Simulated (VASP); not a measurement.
Wanted: the native input for a VASP 6.6.1 run.

| Item | Value |
| --- | --- |
| Task | single point |
| Functional | PBE |
| Potentials or basis | VASP PAW PBE potentials, release 64 (Co, Mg, Na_pv) |
| Cutoff | 520 eV |
| k mesh | 6 × 5 × 5 |
| Occupations | fermi-dirac, width 0.05 eV |
| Spin | collinear spin, ferromagnetic start |
| Starting moments | [2.0, 0.0, 0.0, 0.0, 0.0, 0.0, 0.0, 0.0] μB |
| Dipole correction | no |
| Further INCAR settings | ALGO = Fast; EDIFF = 1e-06; NBANDS = 28 |

The structure of NaMg6Co lies in POSCAR:

```
NaMg6Co
1.0
    4.9228900000      0.0000000000      0.0000000000
    0.0000000000      3.2114350000      5.2950695000
    0.0000000000     -3.2114350000      5.2950695000
Co Mg Na
1 6 1
Direct
    0.5000000000      0.8373590000      0.8373590000
    0.0000000000      0.1625890000      0.1625890000
    0.0000000000      0.6727350000      0.6727350000
    0.0000000000      0.6803230000      0.1395310000
    0.0000000000      0.1395310000      0.6803230000
    0.5000000000      0.8351520000      0.3353820000
    0.5000000000      0.3353820000      0.8351520000
    0.5000000000      0.3369320000      0.3369320000
```

These files were run (other wordings do the same):

INCAR

```
PREC = Accurate
ENCUT = 520
EDIFF = 1E-6
ISMEAR = -1
SIGMA = 0.05
LREAL = False
LASPH = True
NELM = 150
ALGO = Fast
ISIF = 2
LWAVE = False
LCHARG = False
ISPIN = 2
MAGMOM = 2 0 0 0 0 0 0 0
LORBIT = 11
LMAXMIX = 4
GGA = PE
NBANDS = 28
```

KPOINTS

```
regular mesh
0
Gamma
  6 5 5
```

Potentials or basis: VASP PAW PBE potentials, release 64 (Co, Mg, Na_pv).

Command:

```bash
$ cat potpaw_PBE.64/Co/POTCAR potpaw_PBE.64/Mg/POTCAR potpaw_PBE.64/Na_pv/POTCAR > POTCAR
$ mpirun -np 1 vasp_std > vasp.out
```

Results of the run:

```
Pressure                                              : 0.2 GPa
Largest force                                         : 0.077 eV/Å
Net moment                                            : 1.25 μB per cell
Site moments                                          : Co +1.36; Mg +0.01, -0.01, -0.00 (each value once); Na -0.00 μB
Valence electrons inside the program's atomic spheres : Co 7.85; Mg 0.38, 0.36, 0.35 (each value once); Na 6.12
```

Run time: 8.5 min on 1 thread of Intel(R) Xeon(R) Platinum 8175M CPU @ 2.50GHz (Skylake/Cascade Lake), on a shared host, peak memory 0.53 GiB.
